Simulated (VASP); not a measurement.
A run of VASP 6.6.1 is set up as follows.

File INCAR:

```
PREC = Accurate
ENCUT = 600
EDIFF = 1E-6
ISMEAR = -1
SIGMA = 0.03
LREAL = F
LASPH = T
NELM = 60
ALGO = Normal
ISIF = 3
LWAVE = F
LCHARG = F
GGA = PE
IBRION = 2
NSW = 100
EDIFFG = -0.005
```

Contents of KPOINTS:

```
Automatic mesh
0
Gamma
  14 14 14
```

The input POSCAR:

```
Cd
1.0
    0.0000000000      2.0572756572      2.0572756572
    2.0572756572      0.0000000000      2.0572756572
    2.0572756572      2.0572756572      0.0000000000
Cd
1
Direct
    0.0000000000      0.0000000000      0.0000000000
```

Potentials or basis: VASP PAW PBE potentials, release 64 (Cd).

Command:

```console
$ cat potpaw_PBE.64/Cd/POTCAR > POTCAR
$ mpirun -np 1 vasp_std > vasp.out
```

Problem. Estimate the relaxed volume.

Solution. 22.88 Å³/atom.

Problem. What does it give for the space group after relaxing (to 0.1 Å)?

Solution. Fm-3m (No. 225).

Problem. What does it give for the relaxed cell?

Solution. a = 3.187 Å, b = 3.187 Å, c = 3.187 Å, α = 60.00°, β = 60.00°, γ = 60.00°.

Problem. Predict the band gap on the k mesh.

Solution. Zero (bands 6 and 7 overlap by 2.79 eV).

Final structure:
```
Cd
1.0
     0.00000    2.25326    2.25326
     2.25326    0.00000    2.25326
     2.25326    2.25326    0.00000
Cd
1
Direct
  0.00000 0.00000 0.00000
```

Caveat: the volume moved by over 15 % at a fixed basis, so the end points are rough.
